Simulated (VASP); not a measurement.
# Al9H in VASP: a series of runs

Runs on Al9H. Level: PBE. Tasks: single point.

Everything below comes from runs of VASP 6.6.1. Logs are shortened: lines on timing, memory, paths and dates and some standing lists are left out, and cuts for length are marked.

### Step 1. The cell of the first run

The cell holds a slab with vacuum, 20 atoms: a = 5.709 Å, b = 9.808 Å, c = 22.790 Å, α = 90.00°, β = 90.00°, γ = 98.37°.

### Step 2. Single point, PBE

INCAR reads:

```
SYSTEM = Al9H
PREC = Accurate ; ENCUT = 520
EDIFF = 1E-7 ; ISMEAR = 0
SIGMA = 0.1 ; LREAL = Auto
LASPH = .TRUE. ; NELM = 60
ALGO = Normal ; ISIF = 2
LWAVE = .FALSE. ; LCHARG = .TRUE.
LDIPOL = .TRUE. ; IDIPOL = 3
DIPOL = 0.5 0.5 0.308 ; GGA = PE
LELF = .TRUE. ; LVHAR = .TRUE.
LVACPOTAV = .TRUE. ; NBANDS = 44
```

KPOINTS reads:

```
Automatic mesh
0
G
  5 3 1
  0 0 0
```

POSCAR reads:

```
Al9H
1.0
    5.7086446660      0.0000000000      0.0000000000
   -1.4271611665      9.7033329366      0.0000000000
    0.0000000000      0.0000000000     22.7902708839
Al H
18 2
Direct
    0.2662242802      0.0648971207      0.1755134908
    0.7662242802      0.0648971207      0.1755134908
    0.3354843969      0.3419375876      0.2192156219
    0.8354843969      0.3419375876      0.2192156219
    0.1493364202      0.5973456810      0.2279560482
    0.6493364202      0.5973456810      0.2279560482
    0.4631884436      0.8527537744      0.2366964744
    0.9631884436      0.8527537744      0.2366964744
    0.0319869115      0.1277383811      0.2808269846
    0.5319869115      0.1277383811      0.2808269846
    0.0997952748      0.4042696946      0.3301089530
    0.5997952748      0.4042696946      0.3301089530
    0.4144272444      0.6597110304      0.3369829646
    0.9144272444      0.6597110304      0.3369829646
    0.2263180843      0.9111292163      0.3449343063
    0.7263180843      0.9111292163      0.3449343063
    0.2962616061      0.1814597108      0.3857027821
    0.7962616061      0.1814597108      0.3857027821
    0.6062804321      0.3864477105      0.5436649238
    0.6062804321      0.4629180480      0.5436649238
```

Potentials or basis: VASP PAW PBE potentials, release 64 (Al, H).

Started as:

```console
$ cat potpaw_PBE.64/Al/POTCAR potpaw_PBE.64/H/POTCAR > POTCAR
$ mpirun -np 1 vasp_std > vasp.out
```

OUTCAR:

```text
SYSTEM = Al9H
   PREC = Accurate
   ENCUT = 520
   EDIFF = 1E-7
   ISMEAR = 0
   LREAL = Auto
   LASPH = .TRUE.
   NELM = 60
   ISIF = 2
   GGA = PE

 ion  position               nearest neighbor table
   1  0.266  0.065  0.176-   2 2.85   2 2.85   9 2.86  10 2.86   3 2.87   7 2.87   8 2.87
   2  0.766  0.065  0.176-   1 2.85   1 2.85  10 2.86   9 2.86   4 2.87   8 2.87   7 2.87
   3  0.335  0.342  0.219-   4 2.85   4 2.85   1 2.87   6 2.87   5 2.87   9 2.89  10 2.89  12 2.96
                            11 2.97
   4  0.835  0.342  0.219-   3 2.85   3 2.85   2 2.87   5 2.87   6 2.87  10 2.89   9 2.89  11 2.96
                            12 2.97
   5  0.149  0.597  0.228-   6 2.85   6 2.85   8 2.87   4 2.87   7 2.87   3 2.87  13 2.93  14 2.93
                            11 2.99
   6  0.649  0.597  0.228-   5 2.85   5 2.85   7 2.87   3 2.87   8 2.87   4 2.87  14 2.93  13 2.93
                            12 2.99
   7  0.463  0.853  0.237-  10 2.85   8 2.85   8 2.85   6 2.87   5 2.87   1 2.87   2 2.87  16 2.90
                            15 2.91  13 2.96
   8  0.963  0.853  0.237-   9 2.85   7 2.85   7 2.85   5 2.87   6 2.87   2 2.87   1 2.87  15 2.90
                            16 2.91  14 2.96
   9  0.032  0.128  0.281-  18 2.83  17 2.83   8 2.85  10 2.85  10 2.85   1 2.86   2 2.86   3 2.89
                             4 2.89  11 2.91  15 2.93  16 2.93
  10  0.532  0.128  0.281-  17 2.83  18 2.83   7 2.85   9 2.85   9 2.85   2 2.86   1 2.86   4 2.89
                             3 2.89  12 2.91  16 2.93  15 2.93
  11  0.100  0.404  0.330-  12 2.85  12 2.85  14 2.86  13 2.87  18 2.88  17 2.89   9 2.91   4 2.96
                             3 2.97   5 2.99
  12  0.600  0.404  0.330-  11 2.85  11 2.85  13 2.86  14 2.87  17 2.88  18 2.89  10 2.91   3 2.96
                             4 2.97   6 2.99
  13  0.414  0.660  0.337-  16 2.83  15 2.83  14 2.85  14 2.85  12 2.86  11 2.87   5 2.93   6 2.93
                             7 2.96
  14  0.914  0.660  0.337-  15 2.83  16 2.83  13 2.85  13 2.85  11 2.86  12 2.87   6 2.93   5 2.93
                             8 2.96
  15  0.226  0.911  0.345-  17 2.78  14 2.83  13 2.83  16 2.85  16 2.85   8 2.90   7 2.91   9 2.93
                            10 2.93
  16  0.726  0.911  0.345-  18 2.78  13 2.83  14 2.83  15 2.85  15 2.85   7 2.90   8 2.91  10 2.93
                             9 2.93
  17  0.296  0.181  0.386-  15 2.78  10 2.83   9 2.83  18 2.85  18 2.85  12 2.88  11 2.89
  18  0.796  0.181  0.386-  16 2.78   9 2.83  10 2.83  17 2.85  17 2.85  11 2.88  12 2.89
  19  0.606  0.386  0.544-  20 0.75
  20  0.606  0.463  0.544-  19 0.75

  LATTYP: Found a simple monoclinic cell.
 ALAT       =     5.7086446660
 B/A-ratio  =     3.9922384764
 C/A-ratio  =     1.7180478088
 COS(beta)  =    -0.1455139949

  Lattice vectors:

 A1 = (   5.7086446660,   0.0000000000,   0.0000000000)
 A2 = (   0.0000000000,   0.0000000000, -22.7902708839)
 A3 = (  -1.4271611665,   9.7033329366,   0.0000000000)
[... 162 lines left out ...]
   EFERMI_NEDOS =   21; number of points for ismear=-14 and -15
   IALGO  =     38    algorithm
   IMIX   =      4    mixing-type and parameters
     AMIX     =   0.40;   BMIX     =  1.00
     AMIX_MAG =   1.60;   BMIX_MAG =  1.00
  volume/ion in A,a.u.               =      63.12       425.96
  Fermi-wavevector in a.u.,A,eV,Ry     =   0.579522  1.095137  4.569454  0.335845
  Thomas-Fermi vector in A             =   1.623262
   LORBIT       =      0    0 simple, 1 ext, 2 COOP (PROOUT), +10 PAW based schemes
   GGA     = PE    functional components
   LHFCALC =     F    Hartree Fock is set to
   AEXX    =    0.0000 exact exchange contribution
   IVDW    =     0    specifies the selected vdW correction
   LEPSILON=     F    determine dielectric tensor
   LRPA    =     F    only Hartree local field effects (RPA)
 non-spin polarized calculation
 Gauss-broadening in eV      SIGMA  =   0.10
  energy-cutoff  :      520.00
  volume of cell :     1262.42
 maximum number of plane-waves:     34026
   NGX = 21   NGY = 37   NGZ = 85

 number of electron      55.9999998 magnetization

 dipolmoment           0.000000      0.000000     -0.000716 electrons x Angstroem

 Free energy of the ion-electron system (eV)
  ---------------------------------------------------
  ext. energy  EPLUGINS =         0.00000000
  ---------------------------------------------------
  free energy    TOTEN  =       -68.02806082 eV

  energy without entropy =      -67.98194475  energy(sigma->0) =      -68.00500278

 E-fermi :  -1.1946     XC(G=0):  -3.4485

 val. band max:       -1.2153647377   @ k =   0.0000   0.3333   0.0000
 cond. band min:      -1.1775913901   @ k =   0.2000   0.0000   0.0000
 fundamental gap:      0.0377733476
 Fermi energy:        -1.1945790804

 k-point     1 :       0.0000    0.0000    0.0000
  band No.  band energies     occupation
      1     -11.2611      2.00000
      2      -9.7207      2.00000
      3      -9.6216      2.00000
      4      -8.9738      2.00000
      5      -7.4102      2.00000
      6      -7.1617      2.00000
[... 333 lines left out ...]
     39       0.8857      0.00000
     40       1.0377      0.00000
 [bands above 40 left out]

------------------------ aborting loop because EDIFF is reached ----------------------------------------

 vacuum level on the upper side and lower side of the slab       (xc-potential included)        -0.108        -0.120

  FORCE on cell =-STRESS in cart. coord.  units (eV):
  Direction    XX          YY          ZZ          XY          YZ          ZX
  --------------------------------------------------------------------------------------
  -------------------------------------------------------------------------------------
  Total      -11.8432310    -12.7052397     -0.2893179      0.0733276     -0.5430749      0.0099165
  in kB      -15.0306358    -16.1246396     -0.3671830      0.0930625     -0.6892343      0.0125854
  external PRESSURE =     -10.5074861 kB  Pullay stress =       0.0000000 kB

 VOLUME and BASIS-vectors are now :
 -----------------------------------------------------------------------------
  energy-cutoff  :      520.00
  volume of cell :     1262.42
      direct lattice vectors                 reciprocal lattice vectors
     5.708644666  0.000000000  0.000000000     0.175172928  0.025764343  0.000000000
    -1.427161166  9.703332937  0.000000000     0.000000000  0.103057373  0.000000000
     0.000000000  0.000000000 22.790270884     0.000000000  0.000000000  0.043878373

 POSITION                                       TOTAL-FORCE (eV/Angst)
 -----------------------------------------------------------------------------------
      1.42716      0.62972      4.00000        -0.006480      0.154934      0.034640
      4.28148      0.62972      4.00000        -0.006808      0.154964      0.034646
      1.42716      3.31793      4.99598         0.006169      0.034799      0.062592
      4.28148      3.31793      4.99598         0.005311      0.034889      0.062264
     -0.00000      5.79624      5.19518        -0.001461     -0.073932      0.031099
      2.85432      5.79624      5.19518        -0.001716     -0.074289      0.030945
[... 12 lines left out ...]
      2.90952      3.74983     12.39027         0.001338     -0.007311     -0.005538
      2.80038      4.49185     12.39027        -0.000952      0.009578     -0.000284
 -----------------------------------------------------------------------------------
    total drift:                               -0.005448     -0.032100     -0.004054

  FREE ENERGIE OF THE ION-ELECTRON SYSTEM (eV)
  ---------------------------------------------------
  free  energy   TOTEN  =       -68.0280608225 eV

  energy  without entropy=      -67.9819447463  energy(sigma->0) =      -68.00500278

 vacuum level on the upper side and lower side of the slab         2.972         2.974
```

stdout:

```text
POSCAR found type information on POSCAR AlH
 POSCAR found :  2 types and      20 ions
 scaLAPACK will be used
 LDA part: xc-table for (Slater+PW92), standard interpolation
 POSCAR, INCAR and KPOINTS ok, starting setup
 FFT: planning ... GRIDC
 FFT: planning ... GRID_SOFT
 FFT: planning ... GRID
 WAVECAR not read
 entering main loop
```

Run time: 24 min. Hardware: 1 thread of Intel Xeon Platinum 8488C (Sapphire Rapids), shared host; peak memory 1.2 GiB.

Results:

```
Free energy                     : -68.0281 eV
Largest force                   : 0.159 eV/Å
Band gap on the k mesh          : zero (bands 28 and 29 overlap by 0.73 eV)
Work function of the upper face : 4.17 eV
Work function of the lower face : 4.17 eV
```

Forces in eV/Å, atoms in the order of the input:
```
Al  -0.006  0.155  0.035
Al  -0.007  0.155  0.035
Al   0.006  0.035  0.063
Al   0.005  0.035  0.062
Al  -0.001 -0.074  0.031
Al  -0.002 -0.074  0.031
Al   0.002 -0.101 -0.120
Al   0.002 -0.101 -0.120
Al   0.000  0.009 -0.002
Al   0.000  0.009 -0.003
Al   0.004 -0.011  0.000
Al   0.004 -0.011  0.001
Al  -0.004 -0.009 -0.004
Al  -0.004 -0.009 -0.004
Al  -0.002  0.000  0.001
Al  -0.002  0.000  0.000
Al   0.003 -0.004  0.000
Al   0.002 -0.005  0.000
H    0.001 -0.007 -0.006
H   -0.001  0.010  0.000
```

### Step 3. Single point, PBE

INCAR reads:

```
SYSTEM = Al9H
PREC     = Accurate       ! precision mode
ENCUT    = 520            ! plane-wave cutoff, eV
EDIFF    = 1E-6           ! SCF threshold, eV
ISMEAR   = 0              ! smearing method
SIGMA    = 0.1            ! smearing width, eV
LREAL    = Auto         
LASPH    = .True.         ! aspherical terms in the spheres
NELM     = 100            ! most SCF steps
ALGO     = Normal         ! electronic algorithm
ISIF     = 2              ! what is computed and relaxed
LWAVE    = .False.        ! write WAVECAR
LCHARG   = .False.        ! write CHGCAR
LDIPOL   = .True.       
IDIPOL   = 3            
DIPOL    = 0.5 0.5 0.296
GGA      = PE             ! functional
NBANDS   = 44             ! bands
```

KPOINTS reads:

```
regular mesh
0
Gamma
  5 3 1
  0 0 0
```

POSCAR: that of step 2 with these lines changed.

```diff
@@ -26,3 +26,3 @@
     0.7962616061      0.1814597108      0.3857027821
-    0.6062804321      0.3864477105      0.5436649238
-    0.6062804321      0.4629180480      0.5436649238
+    0.6062804321      0.3778320525      0.4194891291
+    0.6062804321      0.4715337061      0.4194891291
```

Potentials or basis: VASP PAW PBE potentials, release 64 (Al, H).

Started as:

```console
$ cat potpaw_PBE.64/Al/POTCAR potpaw_PBE.64/H/POTCAR > POTCAR
$ mpirun -np 1 vasp_std > vasp.out
```

Run time: 22 min. Hardware: 1 thread of Intel Xeon Platinum 8488C (Sapphire Rapids), shared host; peak memory 1.2 GiB.

The run converged. Its results:

```yaml
Free_energy: -67.2392 eV
Largest_force: 2.184 eV/Å
Band_gap_on_the_k_mesh: zero (bands 28 and 29 overlap by 0.62 eV)
```

Forces in eV/Å, atoms in the order of the input:
```
Al  -0.087  0.134  0.025
Al   0.081  0.165 -0.003
Al  -0.025  0.002 -0.010
Al   0.038  0.001 -0.019
Al  -0.011 -0.117  0.039
Al   0.008 -0.083  0.056
Al  -0.013 -0.086 -0.139
Al   0.011 -0.072 -0.127
Al   0.000  0.017  0.001
Al  -0.018  0.062  0.017
Al   0.027 -0.020 -0.024
Al  -0.012  0.040 -0.175
Al  -0.042 -0.052 -0.054
Al   0.026 -0.047 -0.079
Al   0.008  0.050 -0.014
Al  -0.001  0.065  0.015
Al  -0.068 -0.178 -0.084
Al   0.060 -0.168 -0.081
H   -0.311  2.107  0.483
H    0.329 -1.821  0.172
```

Levels at points of the mesh, in eV from the Fermi level:
```
           k point  band 26  band 27  band 28  band 29  band 30  band 31
(0.00, 0.00, 0.00)    -1.05    -0.95    -0.62    -0.48    -0.28     0.11
```

(Part 1 of 2 ends here.)

The gap in the log of VASP goes by the Fermi energy; the results here count the filled bands.